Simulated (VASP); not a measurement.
# AlCo (Pm-3m) in VASP: further runs

Runs on AlCo. Level: PBEsol. Tasks: relaxation of cell and atoms.

Everything below comes from runs of VASP 6.6.1. Logs are shortened: lines on timing, memory, paths and dates and some standing lists are left out, and cuts for length are marked.

## Step 1: The cell of the first run

It takes space group Pm-3m (No. 221, cubic). Conventional cell: a = 2.741 Å, b = 2.741 Å, c = 2.741 Å, α = 90.00°, β = 90.00°, γ = 90.00°. Within 3.1 Å of Al (site symmetry m-3m) lie 8 Co at 2.37 Å and 6 Al at 2.74 Å. Within 3.1 Å of Co (site symmetry m-3m) lie 8 Al at 2.37 Å and 6 Co at 2.74 Å.

## Step 2: Relaxation of cell and atoms, PBEsol, target pressure 20 GPa, at which the enthalpy is minimised

INCAR

```
ALGO = Normal
EDIFF = 1E-6
EDIFFG = -0.008
ENCUT = 600
GGA = PS
IBRION = 2
ISIF = 3
ISMEAR = 0
LASPH = True
LCHARG = False
LREAL = False
LWAVE = False
NELM = 60
NSW = 70
PREC = Accurate
PSTRESS = 200.0
SIGMA = 0.1
```

KPOINTS

```
k-points
0
Gamma
  14 14 14
```

POSCAR

```
AlCo
1.0
    2.7414363049      0.0000000000      0.0000000000
    0.0000000000      2.7414363049      0.0000000000
    0.0000000000      0.0000000000      2.7414363049
Al Co
1 1
Direct
    0.0000000000      0.0000000000      0.0000000000
    0.5000000000      0.5000000000      0.5000000000
```

Potentials or basis: VASP PAW PBE potentials, release 64 (Al, Co).

Started as:

```bash
cat potpaw_PBE.64/Al/POTCAR potpaw_PBE.64/Co/POTCAR > POTCAR
mpirun -np 1 vasp_std > vasp.out
```

OUTCAR:

```text
EDIFF = 1E-6
   EDIFFG = -0.008
   ENCUT = 600
   GGA = PS
   IBRION = 2
   ISIF = 3
   ISMEAR = 0
   LASPH = True
   LREAL = False
   NELM = 60
   NSW = 70
   PREC = Accurate
   PSTRESS = 200.0

 ion  position               nearest neighbor table
   1  0.000  0.000  0.000-   2 2.37   2 2.37   2 2.37   2 2.37   2 2.37   2 2.37   2 2.37   2 2.37

   2  0.500  0.500  0.500-   1 2.37   1 2.37   1 2.37   1 2.37   1 2.37   1 2.37   1 2.37   1 2.37

  LATTYP: Found a simple cubic cell.
 ALAT       =     2.7414363049

  Lattice vectors:

 A1 = (   2.7414363049,   0.0000000000,   0.0000000000)
 A2 = (   0.0000000000,   2.7414363049,   0.0000000000)
 A3 = (   0.0000000000,   0.0000000000,   2.7414363049)

Analysis of symmetry for initial positions (statically):
=====================================================================
 Subroutine PRICEL returns:
 Original cell was already a primitive cell.

 Routine SETGRP: Setting up the symmetry group for a
 simple cubic supercell.

 Subroutine GETGRP returns: Found 48 space group operations
 (whereof 48 operations were pure point group operations)
 out of a pool of 48 trial point group operations.

The static configuration has the point symmetry O_h .

Analysis of symmetry for dynamics (positions and initial velocities):
=====================================================================
 Subroutine PRICEL returns:
 Original cell was already a primitive cell.

 Routine SETGRP: Setting up the symmetry group for a
 simple cubic supercell.

 Subroutine GETGRP returns: Found 48 space group operations
 (whereof 48 operations were pure point group operations)
 out of a pool of 48 trial point group operations.

The dynamic configuration has the point symmetry O_h .

 Subroutine INISYM returns: Found 48 space group operations
 (whereof 48 operations are pure point group operations),
 and found     1 'primitive' translations

----------------------------------------------------------------------------------------

                                     Primitive cell

  volume of cell :      20.6032

  direct lattice vectors                    reciprocal lattice vectors
     2.741436305  0.000000000  0.000000000     0.364772290  0.000000000  0.000000000
     0.000000000  2.741436305  0.000000000     0.000000000  0.364772290  0.000000000
     0.000000000  0.000000000  2.741436305     0.000000000  0.000000000  0.364772290
[... 99 lines left out ...]
   ISMEAR =     0;   SIGMA  =   0.10  broadening in eV -4-tet -1-fermi 0-gaus
   EFERMI_NEDOS =   21; number of points for ismear=-14 and -15
   IALGO  =     38    algorithm
   IMIX   =      4    mixing-type and parameters
     AMIX     =   0.40;   BMIX     =  1.00
     AMIX_MAG =   1.60;   BMIX_MAG =  1.00
  volume/ion in A,a.u.               =      10.30        69.52
  Fermi-wavevector in a.u.,A,eV,Ry     =   1.367174  2.583584 25.431526  1.869164
  Thomas-Fermi vector in A             =   2.493250
   LORBIT       =      0    0 simple, 1 ext, 2 COOP (PROOUT), +10 PAW based schemes
   GGA     = PS    functional components
   LHFCALC =     F    Hartree Fock is set to
   AEXX    =    0.0000 exact exchange contribution
   IVDW    =     0    specifies the selected vdW correction
   LEPSILON=     F    determine dielectric tensor
   LRPA    =     F    only Hartree local field effects (RPA)
 conjugate gradient relaxation of ions
 non-spin polarized calculation
 Gauss-broadening in eV      SIGMA  =   0.10
  energy-cutoff  :      600.00
  volume of cell :       20.60
 maximum number of plane-waves:       715
 NGX is ok and might be reduce to    24
   NGX = 11   NGY = 11   NGZ = 11

--------------------------------------- Ionic step        1  -------------------------------------------

 number of electron      12.0000002 magnetization

 Free energy of the ion-electron system (eV)
  ---------------------------------------------------
  ext. energy  EPLUGINS =         0.00000000
  ---------------------------------------------------
  free energy    TOTEN  =       -12.97162445 eV

  energy without entropy =      -12.96872162  energy(sigma->0) =      -12.97017303

------------------------ aborting loop because EDIFF is reached ----------------------------------------

  FORCE on cell =-STRESS in cart. coord.  units (eV):
  Direction    XX          YY          ZZ          XY          YZ          ZX
  --------------------------------------------------------------------------------------
  -------------------------------------------------------------------------------------
  Total        2.6427147      2.6427147      2.6427147      0.0000000     -0.0000000      0.0000000
  in kB      205.5068860    205.5068860    205.5068860      0.0000000     -0.0000000      0.0000000
  external PRESSURE =       5.5068860 kB  Pullay stress =     200.0000000 kB
[... 63 lines left out ...]
--------------------------------------- Ionic step        3  -------------------------------------------

 number of electron      12.0000002 magnetization

 Free energy of the ion-electron system (eV)
  ---------------------------------------------------
  ext. energy  EPLUGINS =         0.00000000
  ---------------------------------------------------
  free energy    TOTEN  =       -12.97622893 eV

  energy without entropy =      -12.97331900  energy(sigma->0) =      -12.97477397

 E-fermi :  12.0849     XC(G=0): -12.9592

 val. band max:       12.0816330939   @ k =   0.5000   0.3571   0.0714
 cond. band min:      12.1258398127   @ k =   0.5000   0.3571   0.2857
 fundamental gap:      0.0442067188
 Fermi energy:        12.0848941239

 k-point     1 :       0.0000    0.0000    0.0000
  band No.  band energies     occupation
      1       0.1946      2.00000
      2       8.5212      2.00000
      3       8.5212      2.00000
      4      11.1021      2.00000
      5      11.1021      2.00000
      6      11.1021      2.00000
      7      18.6347      0.00000
      8      18.6347      0.00000
      9      18.6347      0.00000
     10      21.3027      0.00000
[... 287 lines left out ...]
 k-point    24 :       0.3571    0.2143    0.0000
  band No.  band energies     occupation
      1       3.5305      2.00000
      2       7.5446      2.00000
      3       9.1017      2.00000
      4       9.9131      2.00000
      5      10.3255      2.00000
      6      10.8111      2.00000
      7      12.8664      0.00000
      8      17.0711      0.00000
      9      21.0027      0.00000
     10      22.7940      0.00000

 [... further k-points ...]

------------------------ aborting loop because EDIFF is reached ----------------------------------------

  FORCE on cell =-STRESS in cart. coord.  units (eV):
  Direction    XX          YY          ZZ          XY          YZ          ZX
  --------------------------------------------------------------------------------------
  -------------------------------------------------------------------------------------
  Total        2.5774708      2.5774708      2.5774708     -0.0000000     -0.0000000      0.0000000
  in kB      200.0793669    200.0793669    200.0793669     -0.0000000     -0.0000000      0.0000000
  external PRESSURE =       0.0793669 kB  Pullay stress =     200.0000000 kB
[... 21 lines left out ...]
  energy  without entropy=      -12.9733190001  energy(sigma->0) =      -12.97477397

  enthalpy is  TOTEN    =       -10.3997805063 eV   P V=        2.5764484240

 reached required accuracy - stopping structural energy minimisation
```

CONTCAR:

```text
AlCo
   1.00000000000000
     2.7430518273619899    0.0000000000000000    0.0000000000000000
     0.0000000000000000    2.7430518273619899    0.0000000000000000
    -0.0000000000000000   -0.0000000000000000    2.7430518273619899
  Al              Co
     1     1
Direct
     0.0000000000000000    0.0000000000000000    0.0000000000000000
     0.5000000000000000    0.5000000000000000    0.5000000000000000

  0.00000000E+00  0.00000000E+00  0.00000000E+00
  0.00000000E+00  0.00000000E+00  0.00000000E+00
```

Run time: 64 s. Hardware: 1 thread of AMD EPYC 7R13, shared host; peak memory 0.14 GiB.

Results:

- Free energy: -12.9762 eV
- Relaxed volume: 10.32 Å³/atom
- Relaxed cell: a = 2.743 Å, b = 2.743 Å, c = 2.743 Å, α = 90.00°, β = 90.00°, γ = 90.00°
- Space group after relaxing (to 0.05 Å): Pm-3m (No. 221)
- Energy change on relaxing (the enthalpy is what falls): -2.3 meV/atom
- Ionic steps: 3
- Pressure after relaxing: 20.0 GPa
- Band gap on the k mesh: zero (band 6 reaches 14.43 eV, above the bottom of band 7 at 11.78 eV)

The path:
```csv
step,energy change (eV),largest force (eV/Å),pressure (GPa),volume (Å³)
1,0.0000,0.0000,20.55,20.60
2,-0.0131,0.0000,19.06,20.71
3,-0.0046,0.0000,20.01,20.64
```

Final structure:
```
Al Co
1.0
     2.74305    0.00000    0.00000
     0.00000    2.74305    0.00000
     0.00000    0.00000    2.74305
Al Co
1 1
Direct
  0.00000 0.00000 0.00000
  0.50000 0.50000 0.50000
```

Caveat: the cell is relaxed towards a set pressure, so the enthalpy falls and the energy may rise; the PAW data sets were made with another functional, which shifts forces and pressure a little. Spin polarisation is off, so any magnetic state and its effect on volume and gap are missing.

## Step 3: Relaxation of cell and atoms, PBEsol, target pressure 10 GPa, at which the enthalpy is minimised

This run uses another cell than the first one, of 10.72 Å³/atom, 1.041 times its volume.

INCAR

```
SYSTEM = AlCo
  ALGO = Normal
  EDIFF = 1E-6
  EDIFFG = -0.008
  ENCUT = 600
  GGA = PS
  IBRION = 2
  ISIF = 3
  ISMEAR = 0
  LASPH = .TRUE.
  LCHARG = .FALSE.
  LREAL = .FALSE.
  LWAVE = .FALSE.
  NELM = 80
  NSW = 70
  PREC = Accurate
  PSTRESS = 100.0
  SIGMA = 0.1
```

KPOINTS

```
k-points
0
G
  14 14 14
  0 0 0
```

POSCAR

```
AlCo
1.0
    2.7783871763      0.0000000000      0.0000000000
    0.0000000000      2.7783871763      0.0000000000
    0.0000000000      0.0000000000      2.7783871763
Al Co
1 1
Direct
    0.0000000000      0.0000000000      0.0000000000
    0.5000000000      0.5000000000      0.5000000000
```

Potentials or basis: VASP PAW PBE potentials, release 64 (Al, Co).

Started as:

```bash
cat potpaw_PBE.64/Al/POTCAR potpaw_PBE.64/Co/POTCAR > POTCAR
mpirun -np 1 vasp_std > vasp.out
```

It took 71 s on 1 thread of AMD EPYC 7R13, shared host; peak memory 0.14 GiB.

Results (log left out):

- Free energy: -13.0530 eV
- Relaxed volume: 10.73 Å³/atom
- Relaxed cell: a = 2.779 Å, b = 2.779 Å, c = 2.779 Å, α = 90.00°, β = 90.00°, γ = 90.00°
- Space group after relaxing (to 0.05 Å): Pm-3m (No. 221)
- Energy change on relaxing (the enthalpy is what falls): -0.6 meV/atom
- Ionic steps: 3
- Pressure after relaxing: 10.0 GPa
- Band gap on the k mesh: zero (band 6 reaches 13.86 eV, above the bottom of band 7 at 11.22 eV)

The path:
```tsv
step	energy change (eV)	largest force (eV/Å)	pressure (GPa)	volume (Å³)
1	0.0000	0.0000	10.21	21.45
2	-0.0027	0.0000	9.71	21.49
3	-0.0011	0.0000	10.01	21.47
```

Final structure:
```
CELL_PARAMETERS angstrom
2.77916 0.00000 0.00000
0.00000 2.77916 0.00000
0.00000 0.00000 2.77916
ATOMIC_POSITIONS crystal
Al 0.00000 0.00000 0.00000
Co 0.50000 0.50000 0.50000
```

Levels at points of the mesh, in eV from the Fermi level:
| k point | band 4 | band 5 | band 6 | band 7 | band 8 | band 9 |
| --- | --- | --- | --- | --- | --- | --- |
| (0.00, 0.00, 0.00) | -0.92 | -0.92 | -0.92 | 6.34 | 6.34 | 6.34 |
| (0.50, 0.00, 0.00) | -1.89 | -1.89 | -0.80 | 0.19 | 8.49 | 11.00 |
| (0.50, 0.50, 0.00) | -2.84 | -1.68 | -1.68 | -0.29 | 2.62 | 3.95 |
| (0.50, 0.50, 0.50) | -0.25 | -0.25 | 2.35 | 2.35 | 2.35 | 4.85 |

Caveat: the cell is relaxed towards a set pressure, so the enthalpy falls and the energy may rise; the PAW data sets were made with another functional, which shifts forces and pressure a little. Spin polarisation is off, so any magnetic state and its effect on volume and gap are missing.

## Step 4: Relaxation of cell and atoms, PBEsol, target pressure 5 GPa, at which the enthalpy is minimised

This run uses another cell than the first one, of 10.97 Å³/atom, 1.065 times its volume.

INCAR

```
SYSTEM = AlCo
  ALGO = Fast
  EDIFF = 1E-6
  EDIFFG = -0.008
  ENCUT = 600
  GGA = PS
  IBRION = 2
  ISIF = 3
  ISMEAR = 0
  LASPH = .TRUE.
  LCHARG = .FALSE.
  LREAL = .FALSE.
  LWAVE = .FALSE.
  NELM = 60
  NSW = 70
  PREC = Accurate
  PSTRESS = 50.0
  SIGMA = 0.1
```

KPOINTS is that of step 3.

POSCAR

```
AlCo
1.0
    2.7993653114      0.0000000000      0.0000000000
    0.0000000000      2.7993653114      0.0000000000
    0.0000000000      0.0000000000      2.7993653114
Al Co
1 1
Direct
    0.0000000000      0.0000000000      0.0000000000
    0.5000000000      0.5000000000      0.5000000000
```

Started as:

```bash
cat potpaw_PBE.64/Al/POTCAR potpaw_PBE.64/Co/POTCAR > POTCAR
mpirun -np 1 vasp_std > vasp.out
```

Run time: 48 s. Hardware: 1 thread of AMD EPYC 7R13, shared host; peak memory 0.14 GiB.

Results (log left out):

```yaml
Free_energy: -13.0752 eV
Pressure_after_relaxing: 5.0 GPa
Band_gap_on_the_k_mesh: zero (band 6 reaches 13.55 eV, above the bottom of band 7 at 10.91 eV)
```

Final structure:
```
Al Co
1.0
     2.79937    0.00000    0.00000
     0.00000    2.79937    0.00000
     0.00000    0.00000    2.79937
Al Co
1 1
Cartesian
  0.0000 0.0000 0.0000
  1.3997 1.3997 1.3997
```

Levels at points of the mesh, in eV from the Fermi level:
| k point | band 2 | band 3 | band 4 | band 5 | band 6 | band 7 | band 8 | band 9 | band 10 |
| --- | --- | --- | --- | --- | --- | --- | --- | --- | --- |
| (0.00, 0.00, 0.00) | -3.25 | -3.25 | -0.89 | -0.89 | -0.89 | 6.23 | 6.23 | 6.23 | 8.97 |
| (0.50, 0.00, 0.00) | -6.92 | -2.61 | -1.84 | -1.84 | -0.77 | 0.18 | 8.47 | 10.87 | 10.88 |
| (0.50, 0.50, 0.00) | -3.32 | -2.79 | -2.79 | -1.62 | -1.62 | -0.28 | 2.55 | 3.81 | 13.38 |
| (0.50, 0.50, 0.50) | -4.20 | -4.20 | -0.24 | -0.24 | 2.35 | 2.35 | 2.35 | 4.64 | 5.66 |

Caveat: the relaxation stopped at its first step, so nothing moved; the cell is relaxed towards a set pressure, so the enthalpy falls and the energy may rise; the PAW data sets were made with another functional, which shifts forces and pressure a little. Spin polarisation is off, so any magnetic state and its effect on volume and gap are missing.

## Step 5: Overview

| cell | gap on the mesh (eV) | pressure (GPa) |
| --- | --- | --- |
| relaxed to 20 GPa from a = 2.741 Å, 2 atoms | none | 20.0 |
| relaxed to 10 GPa from a = 2.778 Å, 2 atoms | none | 10.0 |
| relaxed to 5 GPa from a = 2.799 Å, 2 atoms | none | 5.0 |

Alike in all rows: task relaxation of cell and atoms; level PBEsol; potentials or basis VASP PAW PBE potentials, release 64 (Al, Co); no spin polarisation; k mesh 14 × 14 × 14; cutoff (eV) 600; smearing gaussian 0.1 eV.

Caveats: the cell is relaxed towards a set pressure, so the enthalpy falls and the energy may rise; the PAW data sets were made with another functional, which shifts forces and pressure a little; the relaxation stopped at its first step, so nothing moved (some runs).

Absolute energies hang on the potentials; compare differences alone.
